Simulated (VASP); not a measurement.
Wanted: the native input for a VASP 6.6.1 run.

```
Task                   : single point
Functional             : PBE
Potentials or basis    : VASP PAW PBE potentials, release 64 (Re, B)
Cutoff                 : 520 eV
k mesh                 : 4 × 4 × 6
Occupations            : gaussian, width 0.1 eV
Spin                   : no spin polarisation
Dipole correction      : no
Further INCAR settings : ALGO = Normal; EDIFF = 1e-06; NBANDS = 26
```

The structure of Re2B lies in POSCAR:

```
Re2B
1.0
    4.7275823569      0.0000000000      0.0000000000
    0.0000000000      5.1532043349      0.0000000000
    0.0000000000      0.0000000000      3.0648182050
Re B
4 2
Direct
    0.2674177135      0.8591651892      0.5000000000
    0.7674177135      0.6408348108      0.0000000000
    0.7325822865      0.1408348108      0.5000000000
    0.2325822865      0.3591651892      0.0000000000
    0.5000000000      0.5000000000      0.5000000000
    0.0000000000      0.0000000000      0.0000000000
```

One way to write it, as run:

INCAR

```
ALGO = Normal
EDIFF = 1E-6
ENCUT = 520
GGA = PE
ISIF = 2
ISMEAR = 0
LASPH = T
LCHARG = F
LREAL = F
LWAVE = F
NBANDS = 26
NELM = 60
PREC = Accurate
SIGMA = 0.1
```

KPOINTS

```
k-points
0
Gamma
  4 4 6
```

Potentials or basis: VASP PAW PBE potentials, release 64 (Re, B).

Command:

```sh
$ cat potpaw_PBE.64/Re/POTCAR potpaw_PBE.64/B/POTCAR > POTCAR
$ mpirun -np 1 vasp_std > vasp.out
```

It gave:

```
Pressure               : 1.1 GPa
Largest force          : 0.073 eV/Å
Band gap on the k mesh : zero (band 17 reaches 9.35 eV, above the bottom of band 18 at 6.99 eV)
```

Caveat: spin-orbit coupling is left out, which moves the levels of the heavy elements.

Wall time 72 s on 1 thread of Intel(R) Xeon(R) 6975P-C (Granite Rapids), on a shared host, peak memory 0.2 GiB.
